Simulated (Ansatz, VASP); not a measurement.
**Two plane-wave programs on InP**

```
CELL_PARAMETERS angstrom
2.82519 0.00000 0.00000
0.00000 2.82519 0.00000
0.00000 0.00000 5.51784
ATOMIC_POSITIONS crystal
In 0.50000 0.50000 0.32285
P 0.50000 0.50000 0.82298
```

Alike in both runs: functional PBE; k mesh 7 × 7 × 3; occupations gaussian, width 0.2 eV; no spin polarisation.

Ansatz relaxed the structure, and its values are those at the end. VASP's run is a single point on that final structure, the one shown.

|  | VASP | Ansatz |
| --- | --- | --- |
| version | VASP 6.6.1 | Ansatz 0.2.0 |
| potentials or method | VASP PAW PBE potentials, release 64 (In_d, P), cutoff 500 eV | scalar-relativistic, plane waves, PAW |
| valence electrons in the cell | 18 | 18 |

|  | VASP | Ansatz | Ansatz less VASP |
| --- | --- | --- | --- |
| gap on the k mesh at the Fermi level (eV) | none | none | - |
| pressure (GPa) | 0.0 | 0.0 | +0.04 |

A gap of «none» marks a metal or a gap that the smearing closes.

The k mesh is coarse, so the values compare programs but aren't converged.
